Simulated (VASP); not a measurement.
# ZnO (sol) (P6_3mc) in VASP: notebook, part 2 of 4

VASP 6.6.1.

**3. Single point, PBEsol**

This run uses another cell than the first one, of 11.79 Å³/atom, 0.990 times its volume.

The input, INCAR:

```
PREC = Accurate ; ENCUT = 520
EDIFF = 1E-6 ; ISMEAR = 0
SIGMA = 0.02 ; LREAL = False
LASPH = True ; NELM = 60
ALGO = Normal ; ISIF = 2
LWAVE = False ; LCHARG = False
GGA = PS ; NBANDS = 26
```

The input, KPOINTS:

```
regular mesh
0
Gamma
  9 9 6
```

The input, POSCAR:

```
ZnO
1.0
    3.2309096810      0.0000000000      0.0000000000
   -1.6154548405      2.7980498610      0.0000000000
    0.0000000000      0.0000000000      5.2156080124
Zn O
2 2
Direct
    0.3333333333      0.6666666667      0.0015299804
    0.6666666667      0.3333333333      0.5015299804
    0.3333333333      0.6666666667      0.3804700196
    0.6666666667      0.3333333333      0.8804700196
```

Potentials or basis: VASP PAW PBE potentials, release 64 (Zn, O).

On the command line:

```bash
$ cat potpaw_PBE.64/Zn/POTCAR potpaw_PBE.64/O/POTCAR > POTCAR
$ mpirun -np 1 vasp_std > vasp.out
```

OUTCAR:

```text
PREC = Accurate
   ENCUT = 520
   EDIFF = 1E-6
   ISMEAR = 0
   LREAL = False
   LASPH = True
   NELM = 60
   ISIF = 2
   GGA = PS

 ion  position               nearest neighbor table
   1  0.333  0.667  0.002-   4 1.97   4 1.97   4 1.97   3 1.98
   2  0.667  0.333  0.502-   3 1.97   3 1.97   3 1.97   4 1.98
   3  0.333  0.667  0.380-   2 1.97   2 1.97   2 1.97   1 1.98
   4  0.667  0.333  0.880-   1 1.97   1 1.97   1 1.97   2 1.98

  LATTYP: Found a hexagonal cell.
 ALAT       =     3.2309096810
 C/A-ratio  =     1.6142846837

  Lattice vectors:

 A1 = (   3.2309096810,   0.0000000000,   0.0000000000)
 A2 = (  -1.6154548405,   2.7980498610,   0.0000000000)
 A3 = (   0.0000000000,   0.0000000000,   5.2156080124)

Analysis of symmetry for initial positions (statically):
=====================================================================
 Subroutine PRICEL returns:
 Original cell was already a primitive cell.

 Routine SETGRP: Setting up the symmetry group for a
 hexagonal supercell.

 Subroutine GETGRP returns: Found 12 space group operations
 (whereof  6 operations were pure point group operations)
 out of a pool of 24 trial point group operations.

The static configuration has the point symmetry C_3v.
 The point group associated with its full space group is C_6v.

Analysis of symmetry for dynamics (positions and initial velocities):
=====================================================================
 Subroutine PRICEL returns:
 Original cell was already a primitive cell.

 Routine SETGRP: Setting up the symmetry group for a
 hexagonal supercell.

 Subroutine GETGRP returns: Found 12 space group operations
 (whereof  6 operations were pure point group operations)
 out of a pool of 24 trial point group operations.

The dynamic configuration has the point symmetry C_3v.
 The point group associated with its full space group is C_6v.

 Subroutine INISYM returns: Found 12 space group operations
 (whereof  6 operations are pure point group operations),
 and found     1 'primitive' translations

----------------------------------------------------------------------------------------

                                     Primitive cell

  volume of cell :      47.1504

  direct lattice vectors                    reciprocal lattice vectors
     3.230909681  0.000000000  0.000000000     0.309510354  0.178695886  0.000000000
    -1.615454840  2.798049861  0.000000000     0.000000000  0.357391773  0.000000000
     0.000000000  0.000000000  5.215608012     0.000000000  0.000000000  0.191732200

  length of vectors
     3.230909681  3.230909681  5.215608012     0.357391773  0.357391773  0.191732200

  position of ions in fractional coordinates (direct lattice)
     0.333333333  0.666666667  0.001529980
     0.666666667  0.333333333  0.501529980
     0.333333333  0.666666667  0.380470020
     0.666666667  0.333333333  0.880470020

  ion indices of the primitive-cell ions
   primitive index   ion index
                 1           1
                 2           2
                 3           3
                 4           4

----------------------------------------------------------------------------------------

 KPOINTS: regular mesh

Automatic generation of k-mesh.
 Grid dimensions read from file:
 generate k-points for:    9    9    6

 Generating k-lattice:

  Cartesian coordinates                     Fractional coordinates (reciprocal lattice)
     0.034390039  0.019855098  0.000000000     0.111111111 -0.000000000  0.000000000
     0.000000000  0.039710197  0.000000000     0.000000000  0.111111111  0.000000000
     0.000000000  0.000000000  0.031955367     0.000000000  0.000000000  0.166666667

  Length of vectors
     0.039710197  0.039710197  0.031955367

  Shift w.r.t. Gamma in fractional coordinates (k-lattice)
     0.000000000  0.000000000  0.000000000

 Subroutine IBZKPT returns following result:
 ===========================================

 Found     48 irreducible k-points:

 Following reciprocal coordinates:
            Coordinates               Weight
  0.000000  0.000000  0.000000      1.000000
  0.111111 -0.000000  0.000000      6.000000
  0.222222 -0.000000  0.000000      6.000000
  0.333333 -0.000000  0.000000      6.000000
  0.444444 -0.000000  0.000000      6.000000
  0.111111  0.111111  0.000000      6.000000
[... 16 lines left out ...]
  0.333333  0.222222  0.166667     24.000000
  0.333333  0.333333  0.166667      4.000000
 [... further k-points ...]
   k-points           NKPTS =     48   k-points in BZ     NKDIM =     48   number of bands    NBANDS=     26
   number of dos      NEDOS =    301   number of ions     NIONS =      4
   total plane-waves  NPLWV =  23040
   dimension x,y,z NGX =    24 NGY =   24 NGZ =   40
   dimension x,y,z NGXF=    48 NGYF=   48 NGZF=   80
   ions per type =               2   2
   NGX,Y,Z   is equivalent  to a cutoff of  12.35, 12.35, 12.75 a.u.
   NGXF,Y,Z  is equivalent  to a cutoff of  24.70, 24.70, 25.50 a.u.
 SYSTEM =  unknown system
   PREC   = accura    normal or accurate (medium, high low for compatibility)
   ISTART =      0    job   : 0-new  1-cont  2-samecut
   ICHARG =      2    charge: 1-file 2-atom 10-const
   ISPIN  =      1    spin polarized calculation?
   LNONCOLLINEAR =      F non collinear calculations
   LSORBIT =      F    spin-orbit coupling
   LASPH  =      T    aspherical Exc in radial PAW
   ENCUT  =  520.0 eV  38.22 Ry    6.18 a.u.   6.01  6.01  9.70*2*pi/ulx,y,z
   NELM   =     60;   NELMIN=  2; NELMDL= -5     # of ELM steps
   EDIFF  = 0.1E-05   stopping-criterion for ELM
   LREAL  =      F    real-space projection
   EDIFFG = 0.1E-04   stopping-criterion for IOM
   NSW    =      0    number of steps for IOM
   IBRION =     -1    ionic relax: 0-MD 1-quasi-New 2-CG
   NFREE  =      0    steps in history (QN), initial steepest desc. (CG)
   ISIF   =      2    stress and relaxation
   ISYM   =      2    0-nonsym 1-usesym 2-fastsym
   POTIM  = 0.5000    time-step for ionic-motion
   TEBEG  =    0.0;   TEEND  =   0.0 temperature during run
   PSTRESS=    0.0 pullay stress
   NELECT =      36.0000    total number of electrons
   NUPDOWN=      -1.0000    fix difference up-down
   EMIN   =  10.00;   EMAX   =-10.00  energy-range for DOS
   EFERMI =   0.00;   METHOD = LEGACY
   ISMEAR =     0;   SIGMA  =   0.02  broadening in eV -4-tet -1-fermi 0-gaus
   EFERMI_NEDOS =   21; number of points for ismear=-14 and -15
   IALGO  =     38    algorithm
   IMIX   =      4    mixing-type and parameters
     AMIX     =   0.40;   BMIX     =  1.00
     AMIX_MAG =   1.60;   BMIX_MAG =  1.00
  volume/ion in A,a.u.               =      11.79        79.55
  Fermi-wavevector in a.u.,A,eV,Ry     =   1.496284  2.827566 30.461604  2.238865
  Thomas-Fermi vector in A             =   2.608320
   LORBIT       =      0    0 simple, 1 ext, 2 COOP (PROOUT), +10 PAW based schemes
   GGA     = PS    functional components
   LHFCALC =     F    Hartree Fock is set to
   AEXX    =    0.0000 exact exchange contribution
   IVDW    =     0    specifies the selected vdW correction
   LEPSILON=     F    determine dielectric tensor
   LRPA    =     F    only Hartree local field effects (RPA)
 non-spin polarized calculation
 Gauss-broadening in eV      SIGMA  =   0.02
  energy-cutoff  :      520.00
  volume of cell :       47.15
 maximum number of plane-waves:      1290
   NGX = 13   NGY = 13   NGZ = 19

 number of electron      36.0000022 magnetization

 Free energy of the ion-electron system (eV)
  ---------------------------------------------------
  ext. energy  EPLUGINS =         0.00000000
  ---------------------------------------------------
  free energy    TOTEN  =       -19.41070859 eV

  energy without entropy =      -19.41070859  energy(sigma->0) =      -19.41070859

 E-fermi :   1.2301     XC(G=0): -11.2370

 val. band max:        1.1411393694   @ k =   0.0000   0.0000   0.0000
 cond. band min:       1.8293001667   @ k =   0.0000   0.0000   0.0000
 fundamental gap:      0.6881607973
 Fermi energy:         1.2300675577

 k-point     1 :       0.0000    0.0000    0.0000
  band No.  band energies     occupation
      1     -16.9827      2.00000
      2     -16.2284      2.00000
      3      -4.6638      2.00000
      4      -4.6243      2.00000
      5      -4.6243      2.00000
      6      -4.5811      2.00000
[... 18 lines left out ...]
     25      15.2550      0.00000
     26      15.2550      0.00000
[... 644 lines left out ...]
      4      -4.3897      2.00000
      5      -4.3897      2.00000
      6      -4.0609      2.00000
[... 18 lines left out ...]
     25      14.3962      0.00000
     26      15.4994      0.00000

 [... further k-points ...]
[... 5 lines left out ...]
  --------------------------------------------------------------------------------------
  -------------------------------------------------------------------------------------
  Total        0.1913099      0.1913099      0.1934427      0.0000000      0.0000000      0.0000000
  in kB        6.5007419      6.5007419      6.5732137      0.0000000      0.0000000      0.0000000
  external PRESSURE =       6.5248992 kB  Pullay stress =       0.0000000 kB

 VOLUME and BASIS-vectors are now :
 -----------------------------------------------------------------------------
  energy-cutoff  :      520.00
  volume of cell :       47.15
      direct lattice vectors                 reciprocal lattice vectors
     3.230909681  0.000000000  0.000000000     0.309510354  0.178695886  0.000000000
    -1.615454840  2.798049861  0.000000000     0.000000000  0.357391773  0.000000000
     0.000000000  0.000000000  5.215608012     0.000000000  0.000000000  0.191732200

 POSITION                                       TOTAL-FORCE (eV/Angst)
 -----------------------------------------------------------------------------------
     -0.00000      1.86537      0.00798         0.000000      0.000000      0.001504
      1.61545      0.93268      2.61578        -0.000000      0.000000      0.001504
     -0.00000      1.86537      1.98438         0.000000      0.000000     -0.001504
      1.61545      0.93268      4.59219        -0.000000      0.000000     -0.001504
 -----------------------------------------------------------------------------------
    total drift:                               -0.000000     -0.000000      0.001902

  FREE ENERGIE OF THE ION-ELECTRON SYSTEM (eV)
  ---------------------------------------------------
  free  energy   TOTEN  =       -19.4107085852 eV

  energy  without entropy=      -19.4107085852  energy(sigma->0) =      -19.41070859
```

Wall time 22 s (1 thread of Intel Xeon Platinum 8488C (Sapphire Rapids), shared host); peak memory 0.18 GiB.

Results:

```
Free energy            : -19.4107 eV
Pressure               : 0.7 GPa
Band gap on the k mesh : 0.69 eV, direct
```

Levels at points of the mesh, in eV from the valence-band top:
```csv
k point,band 14,band 15,band 16,band 17,band 18,band 19,band 20,band 21,band 22,band 23
"(0.00, 0.00, 0.00)",-0.81,-0.81,-0.09,0.00,0.00,0.69,5.15,8.10,12.83,12.83
"(0.00, 0.00, 0.50)",-2.28,-0.40,-0.40,-0.40,-0.40,3.38,3.38,9.95,9.95,13.12
```

Caveat: the PAW data sets were made with another functional, which shifts forces and pressure a little.

**4. Single point, PBEsol**

This run uses another cell than the first one, of 11.79 Å³/atom, 0.990 times its volume.

The input, INCAR:

```
SYSTEM = ZnO
ALGO = Normal
EDIFF = 1E-6
ENCUT = 520
GGA = PS
ISIF = 2
ISMEAR = 0
LASPH = .True.
LCHARG = .True.
LELF = .True.
LREAL = .False.
LVHAR = .True.
LWAVE = .False.
NBANDS = 26
NELM = 100
PREC = Accurate
SIGMA = 0.01
```

The input, KPOINTS:

```
k-points
0
Gamma
  9 9 6
  0 0 0
```

POSCAR is that of step 3.

Potentials or basis: VASP PAW PBE potentials, release 64 (Zn, O).

On the command line:

```bash
$ cat potpaw_PBE.64/Zn/POTCAR potpaw_PBE.64/O/POTCAR > POTCAR
$ mpirun -np 1 vasp_std > vasp.out
```

OUTCAR:

```text
SYSTEM = ZnO
   EDIFF = 1E-6
   ENCUT = 520
   GGA = PS
   ISIF = 2
   ISMEAR = 0
   LASPH = .True.
   LREAL = .False.
   NELM = 100
   PREC = Accurate

 ion  position               nearest neighbor table
   1  0.333  0.667  0.002-   4 1.97   4 1.97   4 1.97   3 1.98
   2  0.667  0.333  0.502-   3 1.97   3 1.97   3 1.97   4 1.98
   3  0.333  0.667  0.380-   2 1.97   2 1.97   2 1.97   1 1.98
   4  0.667  0.333  0.880-   1 1.97   1 1.97   1 1.97   2 1.98

  LATTYP: Found a hexagonal cell.
 ALAT       =     3.2309096810
 C/A-ratio  =     1.6142846837

  Lattice vectors:

 A1 = (   3.2309096810,   0.0000000000,   0.0000000000)
 A2 = (  -1.6154548405,   2.7980498610,   0.0000000000)
 A3 = (   0.0000000000,   0.0000000000,   5.2156080124)

Analysis of symmetry for initial positions (statically):
=====================================================================
 Subroutine PRICEL returns:
 Original cell was already a primitive cell.

 Routine SETGRP: Setting up the symmetry group for a
 hexagonal supercell.

 Subroutine GETGRP returns: Found 12 space group operations
 (whereof  6 operations were pure point group operations)
 out of a pool of 24 trial point group operations.

The static configuration has the point symmetry C_3v.
 The point group associated with its full space group is C_6v.

Analysis of symmetry for dynamics (positions and initial velocities):
=====================================================================
 Subroutine PRICEL returns:
 Original cell was already a primitive cell.

 Routine SETGRP: Setting up the symmetry group for a
 hexagonal supercell.

 Subroutine GETGRP returns: Found 12 space group operations
 (whereof  6 operations were pure point group operations)
 out of a pool of 24 trial point group operations.

The dynamic configuration has the point symmetry C_3v.
[... 114 lines left out ...]
   PSTRESS=    0.0 pullay stress
   NELECT =      36.0000    total number of electrons
   NUPDOWN=      -1.0000    fix difference up-down
   EMIN   =  10.00;   EMAX   =-10.00  energy-range for DOS
   EFERMI =   0.00;   METHOD = LEGACY
   ISMEAR =     0;   SIGMA  =   0.01  broadening in eV -4-tet -1-fermi 0-gaus
   EFERMI_NEDOS =   21; number of points for ismear=-14 and -15
   IALGO  =     38    algorithm
   IMIX   =      4    mixing-type and parameters
     AMIX     =   0.40;   BMIX     =  1.00
     AMIX_MAG =   1.60;   BMIX_MAG =  1.00
  volume/ion in A,a.u.               =      11.79        79.55
  Fermi-wavevector in a.u.,A,eV,Ry     =   1.496284  2.827566 30.461604  2.238865
  Thomas-Fermi vector in A             =   2.608320
   LORBIT       =      0    0 simple, 1 ext, 2 COOP (PROOUT), +10 PAW based schemes
   GGA     = PS    functional components
   LHFCALC =     F    Hartree Fock is set to
   AEXX    =    0.0000 exact exchange contribution
   IVDW    =     0    specifies the selected vdW correction
   LEPSILON=     F    determine dielectric tensor
   LRPA    =     F    only Hartree local field effects (RPA)
 non-spin polarized calculation
 Gauss-broadening in eV      SIGMA  =   0.01
  energy-cutoff  :      520.00
  volume of cell :       47.15
 maximum number of plane-waves:      1290
   NGX = 13   NGY = 13   NGZ = 19

 number of electron      36.0000022 magnetization

 Free energy of the ion-electron system (eV)
  ---------------------------------------------------
  ext. energy  EPLUGINS =         0.00000000
  ---------------------------------------------------
  free energy    TOTEN  =       -19.41070859 eV

  energy without entropy =      -19.41070859  energy(sigma->0) =      -19.41070859

 E-fermi :   1.2301     XC(G=0): -11.2370

 val. band max:        1.1411393693   @ k =   0.0000   0.0000   0.0000
 cond. band min:       1.8293001667   @ k =   0.0000   0.0000   0.0000
 fundamental gap:      0.6881607974
 Fermi energy:         1.2300675578

 k-point     1 :       0.0000    0.0000    0.0000
  band No.  band energies     occupation
      1     -16.9827      2.00000
      2     -16.2284      2.00000
      3      -4.6638      2.00000
      4      -4.6243      2.00000
      5      -4.6243      2.00000
      6      -4.5811      2.00000
[... 685 lines left out ...]
     25      14.3962      0.00000
     26      15.4994      0.00000

 [... further k-points ...]
[... 5 lines left out ...]
  --------------------------------------------------------------------------------------
  -------------------------------------------------------------------------------------
  Total        0.1913099      0.1913099      0.1934427      0.0000000      0.0000000      0.0000000
  in kB        6.5007416      6.5007416      6.5732137      0.0000000      0.0000000      0.0000000
  external PRESSURE =       6.5248989 kB  Pullay stress =       0.0000000 kB

 VOLUME and BASIS-vectors are now :
 -----------------------------------------------------------------------------
  energy-cutoff  :      520.00
  volume of cell :       47.15
      direct lattice vectors                 reciprocal lattice vectors
     3.230909681  0.000000000  0.000000000     0.309510354  0.178695886  0.000000000
    -1.615454840  2.798049861  0.000000000     0.000000000  0.357391773  0.000000000
     0.000000000  0.000000000  5.215608012     0.000000000  0.000000000  0.191732200

 POSITION                                       TOTAL-FORCE (eV/Angst)
 -----------------------------------------------------------------------------------
     -0.00000      1.86537      0.00798        -0.000000      0.000000      0.001504
      1.61545      0.93268      2.61578         0.000000      0.000000      0.001504
     -0.00000      1.86537      1.98438         0.000000      0.000000     -0.001504
      1.61545      0.93268      4.59219        -0.000000      0.000000     -0.001504
 -----------------------------------------------------------------------------------
    total drift:                               -0.000000     -0.000000      0.001902

  FREE ENERGIE OF THE ION-ELECTRON SYSTEM (eV)
  ---------------------------------------------------
  free  energy   TOTEN  =       -19.4107085853 eV

  energy  without entropy=      -19.4107085853  energy(sigma->0) =      -19.41070859
```

OSZICAR:

```text
N       E                     dE             d eps       ncg     rms          rms(c)
DAV:   1     0.298777886308E+03    0.29878E+03   -0.18281E+04  2536   0.203E+03
DAV:   2     0.101621009310E+02   -0.28862E+03   -0.27053E+03  2618   0.417E+02
DAV:   3    -0.215561031185E+02   -0.31718E+02   -0.31270E+02  2756   0.140E+02
DAV:   4    -0.222083572323E+02   -0.65225E+00   -0.65047E+00  2720   0.204E+01
DAV:   5    -0.222116289679E+02   -0.32717E-02   -0.32715E-02  2704   0.151E+00    0.142E+01
DAV:   6    -0.192822200265E+02    0.29294E+01   -0.55737E+00  3882   0.602E+01    0.917E+00
DAV:   7    -0.194594392815E+02   -0.17722E+00   -0.26251E+00  2582   0.158E+01    0.547E+00
DAV:   8    -0.194595344832E+02   -0.95202E-04   -0.50522E-01  3648   0.728E+00    0.163E+00
DAV:   9    -0.194085631734E+02    0.50971E-01   -0.95023E-02  3682   0.610E+00    0.347E-01
DAV:  10    -0.194106685994E+02   -0.21054E-02   -0.38203E-02  2528   0.133E+00    0.112E-01
DAV:  11    -0.194106814087E+02   -0.12809E-04   -0.60585E-04  2686   0.221E-01    0.248E-02
DAV:  12    -0.194107088353E+02   -0.27427E-04   -0.25513E-05  2626   0.393E-02    0.172E-02
DAV:  13    -0.194107085853E+02    0.25001E-06   -0.24709E-06  2382   0.266E-02
   1 F= -.19410709E+02 E0= -.19410709E+02  d E =-.104711E-38
```

stdout:

```text
POSCAR found type information on POSCAR ZnO
 POSCAR found :  2 types and       4 ions
 scaLAPACK will be used
 -----------------------------------------------------------------------------
|                                                                             |
|                                                                             |
|     You enforced a specific xc type in the INCAR file but a different       |
|     I HOPE YOU KNOW WHAT YOU ARE DOING!                                     |
|                                                                             |
 -----------------------------------------------------------------------------

 LDA part: xc-table for (Slater+PW92), standard interpolation
 POSCAR, INCAR and KPOINTS ok, starting setup
 FFT: planning ... GRIDC
 FFT: planning ... GRID_SOFT
 FFT: planning ... GRID
 WAVECAR not read
 entering main loop
```

It took 24 s on 1 thread of Intel Xeon Platinum 8488C (Sapphire Rapids), shared host; peak memory 0.18 GiB.

What came out:

```yaml
Free_energy: -19.4107 eV
Pressure: 0.7 GPa
Band_gap_on_the_k_mesh: 0.69 eV, direct
```

Caveat: the PAW data sets were made with another functional, which shifts forces and pressure a little.

[end of part 2 of 4]
